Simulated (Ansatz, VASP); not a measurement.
**Fe in VASP and in Ansatz**

```
Fe
1.0
    -1.43455    1.43455    1.43455
     1.43455   -1.43455    1.43455
     1.43455    1.43455   -1.43455
Fe
1
Direct
  0.00000 0.00000 0.00000
```

Alike in both runs: functional r2SCAN; k mesh 15 × 15 × 15; occupations fermi-dirac, width 0.05 eV; collinear spin.

Ansatz relaxed the structure, and its values are those at the end. VASP's run is a single point on that final structure, the one shown.

```csv
,VASP,Ansatz
version,VASP 6.6.1,Ansatz 0.2.0
potentials or method,"VASP PAW PBE potentials, release 64 (Fe), cutoff 520 eV","plane waves (500 eV) with PAW, scalar-relativistic"
valence electrons in the cell,8,16
```

Ansatz gave:

- pressure (GPa): 0.0
- net moment per atom (μB): 2.67
- size of the moment on the site where the two differ most (μB): 2.83

Task: Which values does VASP return?

Result: Pressure (GPa): -0.4; net moment per atom (μB): 2.67; size of the moment on the site where the two differ most (μB): 2.74.

VASP's potentials were made for PBE, not for r2SCAN. Site moments also hang on the region over which each program counts them. VASP's potentials hold 8 valence electrons a cell and Ansatz's 16, so a difference there can come from the potentials and not from the codes.
